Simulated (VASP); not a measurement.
Input of a VASP 6.6.1 run:

Contents of INCAR:

```
SYSTEM = Mg8HO8
PREC     = Accurate       ! precision mode
ENCUT    = 520            ! plane-wave cutoff, eV
EDIFF    = 1E-6           ! SCF threshold, eV
ISMEAR   = 0              ! smearing method
SIGMA    = 0.02           ! smearing width, eV
LREAL    = Auto         
LASPH    = .True.         ! aspherical terms in the spheres
NELM     = 80             ! most SCF steps
ALGO     = Normal         ! electronic algorithm
ISIF     = 2              ! what is computed and relaxed
LWAVE    = .False.        ! write WAVECAR
LCHARG   = .True.         ! write CHGCAR
GGA      = PE             ! functional
LELF     = .True.         ! ELF
LVHAR    = .True.       
NELECT   = 64.0         
NBANDS   = 46             ! bands
```

File KPOINTS:

```
regular mesh
0
Gamma
  2 2 2
  0 0 0
```

POSCAR

```
Mg8HO8
1.0
    0.0000000000      4.1948000000      4.1948000000
    4.1948000000      0.0000000000      4.1948000000
    4.1948000000      4.1948000000      0.0000000000
Mg O H
8 8 1
Direct
   -0.0213486176      0.0193384649     -0.0164586471
   -0.0002802682      0.0103164953      0.4911939897
    0.0030670222      0.5030516917     -0.0083019993
   -0.0002759005      0.4996297366      0.4911887721
    0.5196528866      0.0196446634     -0.0164216429
    0.5015156999      0.0014428909      0.4964948111
    0.5196414718      0.4780484583     -0.0164613371
    0.5104340166      0.4996366355      0.4911516280
    0.2557285764      0.2522494607      0.2406764685
    0.2527922648      0.2491330941      0.7462825147
    0.2537940463      0.7536667332      0.2397408526
    0.2527981534      0.7526671469      0.7462419895
    0.7523752753      0.2521647976      0.2406870697
    0.7565594891      0.2562895015      0.7317463276
    0.7523876817      0.7556497144      0.2406868383
    0.7488759964      0.7527482192      0.7465016908
    0.3222158456      0.8208964157      1.0369324638
```

Potentials or basis: VASP PAW PBE potentials, release 64 (Mg, O, H).

The run is started by

```sh
$ cat potpaw_PBE.64/Mg/POTCAR potpaw_PBE.64/O/POTCAR potpaw_PBE.64/H/POTCAR > POTCAR
$ mpirun -np 1 vasp_std > vasp.out
```

Problem. Estimate the largest force.

Solution. 0.161 eV/Å.

Forces on the atoms (eV/Å):
```
Mg   0.006 -0.016 -0.007
Mg   0.000 -0.001  0.003
Mg   0.000  0.001  0.000
Mg  -0.001 -0.001  0.000
Mg   0.003  0.004  0.014
Mg  -0.003 -0.002  0.001
Mg  -0.014  0.005 -0.004
Mg  -0.001  0.001  0.002
O   -0.001  0.003  0.001
O   -0.002  0.003 -0.001
O    0.094  0.093 -0.092
O    0.001  0.004  0.002
O    0.000 -0.001 -0.003
O   -0.009 -0.009  0.008
O    0.002 -0.002 -0.001
O    0.000  0.001  0.001
H   -0.075 -0.083  0.075
```

Caveat: the k points lie up to 0.65 Å⁻¹ apart; the cell carries a net charge on a neutralising background, which shifts energy and pressure.
